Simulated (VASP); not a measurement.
The system is SrO.

```xyz
2
Lattice="3.4129 0.0000 0.0000 -1.7065 2.9557 0.0000 0.0000 0.0000 3.3309" Properties=species:S:1:pos:R:3 pbc="T T T"
Sr    0.0000    0.0000    0.0000
O     1.7065    0.9852    1.6654
```

- Program: VASP 6.6.1
- Task: relaxation of cell and atoms
- Functional: PBEsol
- Potentials or basis: VASP PAW PBE potentials, release 64 (Sr_sv, O)
- Cutoff: 600 eV
- k mesh: 10 × 10 × 10
- Occupations: gaussian, width 0.05 eV
- Spin: no spin polarisation

At the start: pressure -1.7 GPa; volume 16.80 Å³/atom.

Problem. Where does the relaxation end?

Solution. Over 5 steps the energy falls by 43.8 meV/atom and the volume is 16.66 Å³/atom (-0.8 %); space group P-6m2 (No. 187, to 0.05 Å).

Step by step:
| step | energy change (eV) | largest force (eV/Å) | pressure (GPa) | volume (Å³) |
| --- | --- | --- | --- | --- |
| 1 | 0.0000 | 0.0000 | -1.68 | 33.60 |
| 2 | -0.0784 | 0.0000 | 2.05 | 32.67 |
| 3 | -0.0859 | 0.0000 | 1.16 | 32.89 |
| 4 | -0.0875 | 0.0000 | -0.23 | 33.41 |
| 5 | -0.0875 | 0.0000 | 0.01 | 33.32 |

Final structure:
```yaml
crystal:
  lattice:
    - [3.48640, 0.00000, 0.00000]
    - [-1.74320, 3.01931, 0.00000]
    - [0.00000, 0.00000, 3.16500]
  atoms:
    - { symbol: Sr, position: [0.00000, 0.00000, 0.00000] }
    - { symbol: O, position: [0.66667, 0.33333, 0.50000] }
```

Caveat: the PAW data sets were made with another functional, which shifts forces and pressure a little.
